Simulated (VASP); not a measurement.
Co, 6 atoms in the cell. The cell holds a slab with vacuum, 6 atoms: a = 2.519 Å, b = 2.519 Å, c = 25.227 Å, α = 90.00°, β = 90.00°, γ = 120.00°. 

```yaml
Program: VASP 6.6.1
Task: single point
Functional: PBE
Potentials_or_basis: VASP PAW PBE potentials, release 64 (Co)
Cutoff: 520 eV
k_mesh: 12 × 12 × 1
Occupations: fermi-dirac, width 0.05 eV
Spin: collinear spin, ferromagnetic start
Starting_moments: "[2.0, 2.0, 2.0, 2.0, 2.0, 2.0] μB"
Dipole_correction: yes
Further_INCAR_settings: ALGO = Normal; EDIFF = 1e-06; NBANDS = 40
```

Potentials or basis: VASP PAW PBE potentials, release 64 (Co).

Run with:

```console
$ cat potpaw_PBE.64/Co/POTCAR > POTCAR
$ mpirun -np 1 vasp_std > vasp.out
```

Hardware: 1 thread of Oxide Virtual Turin-like Processor, with other jobs on the host.

Task: How long does it take, and how much memory?

Result: Run time: 15 min on 1 thread of Oxide Virtual Turin-like Processor, with other jobs on the host, peak memory 0.35 GiB. Counts: scf iterations 37, k points 19.
